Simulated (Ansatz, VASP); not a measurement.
# Two plane-wave programs on LiNbO3

INCAR

```
PREC     = Accurate       # precision mode
ENCUT    = 520            # plane-wave cutoff, eV
EDIFF    = 1E-6           # SCF threshold, eV
ISMEAR   = 0              # smearing method
SIGMA    = 0.05           # smearing width, eV
LREAL    = F              # projectors in reciprocal space
LASPH    = T              # aspherical terms in the spheres
NELM     = 80             # most SCF steps
ALGO     = Normal         # electronic algorithm
ISIF     = 2              # what is computed and relaxed
LWAVE    = F              # write WAVECAR
LCHARG   = F              # write CHGCAR
GGA      = PE             # functional
NBANDS   = 45             # bands
```

File KPOINTS:

```
Automatic mesh
0
Gamma
  6 6 6
```

File POSCAR:

```
LiNbO3
1.0
    2.6115578418      1.5077836230      4.5982666595
   -2.6115578418      1.5077836230      4.5982666595
    0.0000000000     -3.0155672459      4.5982666595
Li Nb O
2 2 6
Direct
    0.2594238409      0.2594238409      0.2594238409
    0.7594238409      0.7594238409      0.7594238409
    0.0026966405      0.0026966405      0.0026966405
    0.5026966405      0.5026966405      0.5026966405
    0.1238433207      0.3630920843      0.7433173276
    0.7433173276      0.1238433207      0.3630920843
    0.3630920843      0.7433173276      0.1238433207
    0.8630920843      0.6238433207      0.2433173276
    0.2433173276      0.8630920843      0.6238433207
    0.6238433207      0.2433173276      0.8630920843
```

Input for Ansatz:

```yaml
crystal:
  lattice:
    - [2.6115578418, 1.507783623, 4.5982666595]
    - [-2.6115578418, 1.507783623, 4.5982666595]
    - [0.0, -3.0155672459, 4.5982666595]
  atoms:
    - { symbol: Li, position: [0.2594238409, 0.2594238409, 0.2594238409] }
    - { symbol: Li, position: [0.7594238409, 0.7594238409, 0.7594238409] }
    - { symbol: Nb, position: [0.0026966405, 0.0026966405, 0.0026966405] }
    - { symbol: Nb, position: [0.5026966405, 0.5026966405, 0.5026966405] }
    - { symbol: O, position: [0.1238433207, 0.3630920843, 0.7433173276] }
    - { symbol: O, position: [0.7433173276, 0.1238433207, 0.3630920843] }
    - { symbol: O, position: [0.3630920843, 0.7433173276, 0.1238433207] }
    - { symbol: O, position: [0.8630920843, 0.6238433207, 0.2433173276] }
    - { symbol: O, position: [0.2433173276, 0.8630920843, 0.6238433207] }
    - { symbol: O, position: [0.6238433207, 0.2433173276, 0.8630920843] }
basis:
  ecutwfc: 420
kpoints:
  mp_grid: { grid: [6, 6, 6] }
hamiltonian:
  xc: pbe
scf:
  occupations: { method: gaussian, width: 0.05 }
output:
  forces: true
  stress: true
  eigenvalues: true
```

Change from the starting cell: mode 1 (-212.2 1/cm) frozen in, largest displacement -0.130 Å.

Alike in both runs: task single point; functional PBE; k mesh 6 × 6 × 6; occupations gaussian, width 0.05 eV; no spin polarisation.

|  | VASP | Ansatz |
| --- | --- | --- |
| version | VASP 6.6.1 | Ansatz 0.2.0 |
| potentials or method | VASP PAW PBE potentials, release 64 (Li_sv, Nb_sv, O), cutoff 520 eV | scalar-relativistic, plane waves, PAW |
| valence electrons in the cell | 68 | 68 |

Ansatz gave:

* gap on the k mesh at the Fermi level (eV): 2.87
* least direct gap on the mesh (eV): 2.96
* rms of the force components (eV/Å): 0.117

Problem. Which values does VASP return?

Solution. gap on the k mesh at the Fermi level (eV): 2.85; least direct gap on the mesh (eV): 2.94; rms of the force components (eV/Å): 0.114.

Atom by atom the forces differ by 0.008 eV/Å (rms over components). The functional is the same, so the differences come from potentials, cutoffs and numerics.

Noted on VASP's run: the cutoff is short for stress, so the pressure is rough.
